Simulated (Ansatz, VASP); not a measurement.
Two plane-wave programs on BaTiO3

```
Ba Ti O
1.0
     2.82767    1.63255    2.31773
    -2.82767    1.63255    2.31773
     0.00000   -3.26511    2.31773
Ba Ti O
1 1 3
Direct
  0.00000 0.00000 0.00000
  0.51400 0.51400 0.51400
  0.49160 0.49160 0.98150
  0.49160 0.98150 0.49160
  0.98150 0.49160 0.49160
```

Alike in both runs: task relaxation of cell and atoms; functional PBE; k mesh 6 × 6 × 6; occupations gaussian, width 0.02 eV; no spin polarisation; Hubbard terms Ti d U = 4.0 eV.

```csv
,VASP,Ansatz
version,VASP 6.6.1,Ansatz 0.2.0
potentials or method,"VASP PAW PBE potentials, release 64 (Ba_sv, Ti_sv, O), cutoff 600 eV","scalar-relativistic, plane waves, PAW"
valence electrons in the cell,40,40
```

VASP gave:

| Property | Result |
| --- | --- |
| gap on the k mesh at the Fermi level, each at its own relaxed structure (eV) | 2.12 |
| relaxed volume (Å³/atom) | 13.34 |
| relaxed cell length with the largest relative difference (Å) | 4.056 |

Which values does Ansatz return?

gap on the k mesh at the Fermi level, each at its own relaxed structure (eV): 2.65; relaxed volume (Å³/atom): 13.30; relaxed cell length with the largest relative difference (Å): 4.051.

The programs project onto different local orbitals, so the same U acts differently, and such runs can settle in different states.

Neither program's run includes spin-orbit coupling.
